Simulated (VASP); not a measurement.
TiSi4Ni3, 8 atoms in the cell. It takes space group Pmm2 (No. 25, orthorhombic). Conventional cell: a = 3.727 Å, b = 5.810 Å, c = 4.754 Å, α = 90.00°, β = 90.00°, γ = 90.00°. Ti (site symmetry mm2) has 8 Si at 2.58 to 2.84 Å and 6 Ni at 2.92 to 3.12 Å within 3.4 Å. Si (site symmetry m) has 5 Ni at 2.38 to 2.95 Å and 3 Si at 2.40 to 2.71 Å and 2 Ti at 2.58 Å within 3.1 Å. Within 3.1 Å of Si (site symmetry m) lie 5 Ni at 2.33 to 2.41 Å and 2 Ti at 2.67 to 2.84 Å and 4 Si at 2.71 to 3.04 Å. Ni (site symmetry mm2) has 8 Si at 2.38 to 2.95 Å and 4 Ni at 2.53 to 2.92 Å within 3.1 Å. Ni (site symmetry mm2) has 6 Si at 2.37 to 2.43 Å and 2 Ni at 2.53 Å and 2 Ti at 2.94 Å within 3.1 Å. Ni (site symmetry mm2) has 6 Si at 2.33 to 2.42 Å and 4 Ti at 2.92 to 3.12 Å and 2 Ni at 2.92 Å within 3.2 Å. 

* Program: VASP 6.6.1
* Task: single point
* Functional: PBE
* Potentials or basis: VASP PAW PBE potentials, release 64 (Ti_sv, Si, Ni)
* Cutoff: 520 eV
* k mesh: 10 × 8 × 8
* Occupations: gaussian, width 0.1 eV
* Spin: no spin polarisation
* Dipole correction: no
* Further INCAR settings: ALGO = Normal; EDIFF = 1e-07; NBANDS = 39

Potentials or basis: VASP PAW PBE potentials, release 64 (Ti_sv, Si, Ni).

Command:

```console
$ cat potpaw_PBE.64/Ti_sv/POTCAR potpaw_PBE.64/Si/POTCAR potpaw_PBE.64/Ni/POTCAR > POTCAR
$ mpirun -np 1 vasp_std > vasp.out
```

Hardware: 1 thread of AMD EPYC 9R45 96-Core Processor (Zen 5) (shared host).

Task: How long does it take, and how much memory?

Result: Wall time 8.6 min on 1 thread of AMD EPYC 9R45 96-Core Processor (Zen 5) (shared host), peak memory 0.56 GiB. Counts: scf iterations 21, k points 150.
